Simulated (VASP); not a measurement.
# GaP: single point with PBE

Crystal: GaP.

```
Ga P
1.0
     0.00000    2.72525    2.69800
     2.72525    0.00000    2.69800
     2.72525    2.72525    0.00000
Ga P
1 1
Direct
  0.00000 0.00000 0.00000
  0.25000 0.25000 0.25000
```

This cell differs from its parent crystal: z stretched by -1 %, then relaxed in part.

| Quantity | Value |
| --- | --- |
| Program | VASP 6.6.1 |
| Task | single point |
| Functional | PBE |
| Potentials or basis | VASP PAW PBE potentials, release 64 (Ga_d, P) |
| Cutoff | 520 eV |
| k mesh | 14 × 14 × 14 |
| Occupations | fermi-dirac, width 0.02 eV |
| Spin | no spin polarisation |

The pressure is 3.3 GPa and the band gap on the k mesh is 1.48 eV, indirect (least direct gap 1.87 eV).

Stress tensor (GPa, compression positive):
```
3.08 0.00 0.00
0.00 3.08 0.00
0.00 0.00 3.80
```

Levels at points of the mesh, in eV from the valence-band top:
```csv
k point,band 6,band 7,band 8,band 9,band 10,band 11,band 12,band 13
"(0.00, 0.00, 0.00)",-12.60,-0.06,-0.06,0.00,1.87,3.84,3.86,3.86
"(0.50, 0.00, 0.00)",-10.51,-6.73,-1.21,-1.13,1.66,4.64,4.72,8.27
"(0.50, 0.50, 0.00)",-9.56,-6.79,-2.80,-2.80,1.55,1.71,10.63,10.63
"(0.50, 0.00, 0.50)",-9.61,-6.86,-2.73,-2.73,1.62,1.81,10.63,10.63
```

Wall time 63 s on 1 thread of AMD EPYC 9R45 96-Core Processor (Zen 5) (shared host), peak memory 0.26 GiB.

Caveat: the cell differs from its parent crystal (z stretched by -1 %, then relaxed in part). A k mesh can miss the band edges.
